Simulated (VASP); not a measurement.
# Ce (Fm-3m) in VASP: further runs, part 2 of 2

VASP 6.6.1.

## Step 5: Single point, r2SCAN, collinear spin, ferromagnetic start

POSCAR

```
Ce
1.0
    0.0000000000      2.3312218028      2.3312218028
    2.3312218028      0.0000000000      2.3312218028
    2.3312218028      2.3312218028      0.0000000000
Ce
1
Direct
    0.0000000000      0.0000000000      0.0000000000
```

INCAR.step1

```
PREC = Accurate
ENCUT = 520
ISMEAR = 0
SIGMA = 0.05
LREAL = F
LASPH = T
NELM = 150
ISPIN = 2
MAGMOM = 0.5
LMAXMIX = 6
NBANDS = 16
GGA = PE
ALGO = Normal
EDIFF = 1E-4
LWAVE = T
LCHARG = F
```

INCAR.step2

```
PREC = Accurate
ENCUT = 520
EDIFF = 1E-6
ISMEAR = 0
SIGMA = 0.05
LREAL = F
LASPH = T
NELM = 150
ALGO = Normal
ISIF = 2
LWAVE = F
LCHARG = F
ISPIN = 2
MAGMOM = 0.5
LORBIT = 11
LMAXMIX = 6
METAGGA = R2SCAN
LMIXTAU = T
NBANDS = 16
ISTART = 1
```

KPOINTS

```
Automatic mesh
0
Gamma
  16 16 16
```

Potentials or basis: VASP PAW PBE potentials, release 64 (Ce).

The run is started by

```
$ cat potpaw_PBE.64/Ce/POTCAR > POTCAR
$ cp INCAR.step1 INCAR
$ mpirun -np 1 vasp_std > vasp.out
$ cp INCAR.step2 INCAR
$ mpirun -np 1 vasp_std > vasp.out
```

OUTCAR:

```text
PREC = Accurate
   ENCUT = 520
   EDIFF = 1E-6
   ISMEAR = 0
   LREAL = F
   LASPH = T
   NELM = 150
   ISIF = 2
   ISPIN = 2
   LORBIT = 11
   METAGGA = R2SCAN
   ISTART = 1

 ion  position               nearest neighbor table
   1  0.000  0.000  0.000-

  LATTYP: Found a face centered cubic cell.
 ALAT       =     4.6624436056

  Lattice vectors:

 A1 = (   0.0000000000,   2.3312218028,   2.3312218028)
 A2 = (   2.3312218028,   0.0000000000,   2.3312218028)
 A3 = (   2.3312218028,   2.3312218028,   0.0000000000)

Analysis of symmetry for initial positions (statically):
=====================================================================
 Subroutine PRICEL returns:
 Original cell was already a primitive cell.

 Routine SETGRP: Setting up the symmetry group for a
 face centered cubic supercell.

 Subroutine GETGRP returns: Found 48 space group operations
 (whereof 48 operations were pure point group operations)
 out of a pool of 48 trial point group operations.

The static configuration has the point symmetry O_h .

Analysis of symmetry for dynamics (positions and initial velocities):
=====================================================================
 Subroutine PRICEL returns:
 Original cell was already a primitive cell.

 Routine SETGRP: Setting up the symmetry group for a
 face centered cubic supercell.

 Subroutine GETGRP returns: Found 48 space group operations
 (whereof 48 operations were pure point group operations)
 out of a pool of 48 trial point group operations.

The dynamic configuration has the point symmetry O_h .

Analysis of structural, dynamic, and magnetic symmetry:
=====================================================================
 Subroutine PRICEL returns:
 Original cell was already a primitive cell.

 Routine SETGRP: Setting up the symmetry group for a
 face centered cubic supercell.

 Subroutine GETGRP returns: Found 48 space group operations
 (whereof 48 operations were pure point group operations)
 out of a pool of 48 trial point group operations.

The overall configuration has the point symmetry O_h .

 Subroutine INISYM returns: Found 48 space group operations
 (whereof 48 operations are pure point group operations),
 and found     1 'primitive' translations

----------------------------------------------------------------------------------------

                                     Primitive cell

  volume of cell :      25.3385

  direct lattice vectors                    reciprocal lattice vectors
     0.000000000  2.331221803  2.331221803    -0.214479806  0.214479806  0.214479806
     2.331221803  0.000000000  2.331221803     0.214479806 -0.214479806  0.214479806
     2.331221803  2.331221803  0.000000000     0.214479806  0.214479806 -0.214479806

  length of vectors
     3.296845490  3.296845490  3.296845490     0.371489921  0.371489921  0.371489921

  position of ions in fractional coordinates (direct lattice)
     0.000000000  0.000000000  0.000000000

  ion indices of the primitive-cell ions
   primitive index   ion index
                 1           1

----------------------------------------------------------------------------------------

 KPOINTS: Automatic mesh

Automatic generation of k-mesh.
 Grid dimensions read from file:
 generate k-points for:   16   16   16

[... 49 lines left out ...]
   dimension x,y,z NGXF=    56 NGYF=   56 NGZF=   56
   ions per type =               1
   NGX,Y,Z   is equivalent  to a cutoff of  14.12, 14.12, 14.12 a.u.
   NGXF,Y,Z  is equivalent  to a cutoff of  28.24, 28.24, 28.24 a.u.
 SYSTEM =  unknown system
   PREC   = accura    normal or accurate (medium, high low for compatibility)
   ISTART =      1    job   : 0-new  1-cont  2-samecut
   ICHARG =      0    charge: 1-file 2-atom 10-const
   ISPIN  =      2    spin polarized calculation?
   LNONCOLLINEAR =      F non collinear calculations
   LSORBIT =      F    spin-orbit coupling
   LASPH  =      T    aspherical Exc in radial PAW
   ENCUT  =  520.0 eV  38.22 Ry    6.18 a.u.   6.13  6.13  6.13*2*pi/ulx,y,z
   NELM   =    150;   NELMIN=  2; NELMDL=  0     # of ELM steps
   EDIFF  = 0.1E-05   stopping-criterion for ELM
   LREAL  =      F    real-space projection
   EDIFFG = 0.1E-04   stopping-criterion for IOM
   NSW    =      0    number of steps for IOM
   IBRION =     -1    ionic relax: 0-MD 1-quasi-New 2-CG
   NFREE  =      0    steps in history (QN), initial steepest desc. (CG)
   ISIF   =      2    stress and relaxation
   ISYM   =      2    0-nonsym 1-usesym 2-fastsym
   POTIM  = 0.5000    time-step for ionic-motion
   TEBEG  =    0.0;   TEEND  =   0.0 temperature during run
   PSTRESS=    0.0 pullay stress
   NELECT =      12.0000    total number of electrons
   NUPDOWN=      -1.0000    fix difference up-down
   EMIN   =  10.00;   EMAX   =-10.00  energy-range for DOS
   EFERMI =   0.00;   METHOD = LEGACY
   ISMEAR =     0;   SIGMA  =   0.05  broadening in eV -4-tet -1-fermi 0-gaus
   EFERMI_NEDOS =   21; number of points for ismear=-14 and -15
   IALGO  =     38    algorithm
   IMIX   =      4    mixing-type and parameters
     AMIX     =   0.40;   BMIX     =  1.00
     AMIX_MAG =   1.60;   BMIX_MAG =  1.00
  volume/ion in A,a.u.               =      25.34       170.99
  Fermi-wavevector in a.u.,A,eV,Ry     =   1.276071  2.411425 22.155160  1.628358
  Thomas-Fermi vector in A             =   2.408748
   LORBIT       =     11    0 simple, 1 ext, 2 COOP (PROOUT), +10 PAW based schemes
   METAGGA = R2SCAN    functional components
   LHFCALC =     F    Hartree Fock is set to
   AEXX    =    0.0000 exact exchange contribution
   IVDW    =     0    specifies the selected vdW correction
   LEPSILON=     F    determine dielectric tensor
   LRPA    =     F    only Hartree local field effects (RPA)
 spin polarized calculation
 Gauss-broadening in eV      SIGMA  =   0.05
  energy-cutoff  :      520.00
  volume of cell :       25.34
 maximum number of plane-waves:       701
 NGX is ok and might be reduce to    28
   NGX = 13   NGY = 13   NGZ = 13

 number of electron      12.0000000 magnetization       0.0000025

 number of electron      12.0000000 magnetization      -0.0000005

 Free energy of the ion-electron system (eV)
  ---------------------------------------------------
  ext. energy  EPLUGINS =         0.00000000
  ---------------------------------------------------
  free energy    TOTEN  =       -30.83260296 eV

  energy without entropy =      -30.83000871  energy(sigma->0) =      -30.83130584

 E-fermi :  10.1256     XC(G=0): -12.3651

 val. band max:       10.1215661417   @ k =  -0.2500   0.3750   0.1250
 cond. band min:      10.1344704583   @ k =  -0.2500   0.4375   0.1875
 fundamental gap:      0.0129043165
 Fermi energy:        10.1256047913

 spin component 1

 k-point     1 :       0.0000    0.0000    0.0000
  band No.  band energies     occupation
      1     -26.1224      1.00000
      2      -6.5683      1.00000
      3      -6.5683      1.00000
      4      -6.5683      1.00000
      5       7.2887      1.00000
      6       9.7177      1.00000
[... 435 lines left out ...]
      5       7.7883      1.00000
      6       9.5717      1.00000
[... 8 lines left out ...]
     15      12.3888      0.00000
     16      15.1362      0.00000

 [... further k-points ...]

 spin component 2

 k-point     1 :       0.0000    0.0000    0.0000
  band No.  band energies     occupation
      1     -26.1224      1.00000
      2      -6.5683      1.00000
      3      -6.5683      1.00000
      4      -6.5683      1.00000
      5       7.2887      1.00000
      6       9.7177      1.00000
[... 435 lines left out ...]
      5       7.7883      1.00000
      6       9.5717      1.00000
[... 8 lines left out ...]
     15      12.3888      0.00000
     16      15.1362      0.00000

 [... further k-points ...]
[... 5 lines left out ...]
  --------------------------------------------------------------------------------------
  -------------------------------------------------------------------------------------
  Total       -0.0414528     -0.0414528     -0.0414528      0.0000000      0.0000000     -0.0000000
  in kB       -2.6210986     -2.6210986     -2.6210986      0.0000000      0.0000000     -0.0000000
  external PRESSURE =      -2.6210986 kB  Pullay stress =       0.0000000 kB

 VOLUME and BASIS-vectors are now :
 -----------------------------------------------------------------------------
  energy-cutoff  :      520.00
  volume of cell :       25.34
      direct lattice vectors                 reciprocal lattice vectors
     0.000000000  2.331221803  2.331221803    -0.214479806  0.214479806  0.214479806
     2.331221803  0.000000000  2.331221803     0.214479806 -0.214479806  0.214479806
     2.331221803  2.331221803  0.000000000     0.214479806  0.214479806 -0.214479806

 POSITION                                       TOTAL-FORCE (eV/Angst)
 -----------------------------------------------------------------------------------
      0.00000      0.00000      0.00000        -0.000000     -0.000000     -0.000000
 -----------------------------------------------------------------------------------
    total drift:                               -0.000000     -0.000000     -0.000000

  FREE ENERGIE OF THE ION-ELECTRON SYSTEM (eV)
  ---------------------------------------------------
  free  energy   TOTEN  =       -30.8326029607 eV

  energy  without entropy=      -30.8300087143  energy(sigma->0) =      -30.83130584

 total charge

# of ion       s       p       d       f       tot
--------------------------------------------------
    1        2.134   5.581   1.335   0.997  10.048

 magnetization (x)

# of ion       s       p       d       f       tot
--------------------------------------------------
    1        0.000   0.000  -0.000  -0.000   0.000
```

It took 7.7 min on 1 thread of AMD EPYC 9R45 (Zen 5), shared host; peak memory 0.24 GiB.

Results:

```yaml
Free_energy: -30.8326 eV
Pressure: -0.3 GPa
Band_gap_on_the_k_mesh: zero (filled and empty bands overlap)
Net_moment: 0.00 μB per cell
Valence_electrons_inside_the_program's_atomic_spheres: Ce 10.05
```

Caveat: the magnetic or orbital state may not be the lowest; the PAW data sets were made with another functional, which shifts forces and pressure a little; spin-orbit coupling is left out, which moves the levels of the heavy elements.

## Step 6: Summary

```tsv
level	spin	cell	k mesh	gap on the mesh (eV)	pressure (GPa)	moment (μB)
r2SCAN	collinear, ferromagnetic start	a = 3.297 Å, angles 60.0°, 1 atom	16 × 16 × 16	none	-0.3	0.00
r2SCAN	off	a = 3.297 Å, angles 60.0°, 1 atom	16 × 16 × 16	none	-0.3	-
PBE	collinear, ferromagnetic start	a = 3.472 Å, angles 60.0°, 1 atom	6 × 6 × 6	none	-3.6	0.21
```

Alike in all rows: task single point; potentials or basis VASP PAW PBE potentials, release 64 (Ce); cutoff (eV) 520; smearing gaussian 0.05 eV.

Caveats: some runs use coarse meshes; spin-orbit coupling is left out, which moves the levels of the heavy elements; the magnetic or orbital state may not be the lowest (some runs); the PAW data sets were made with another functional, which shifts forces and pressure a little (some runs).

Absolute energies hang on the potentials; compare differences alone.
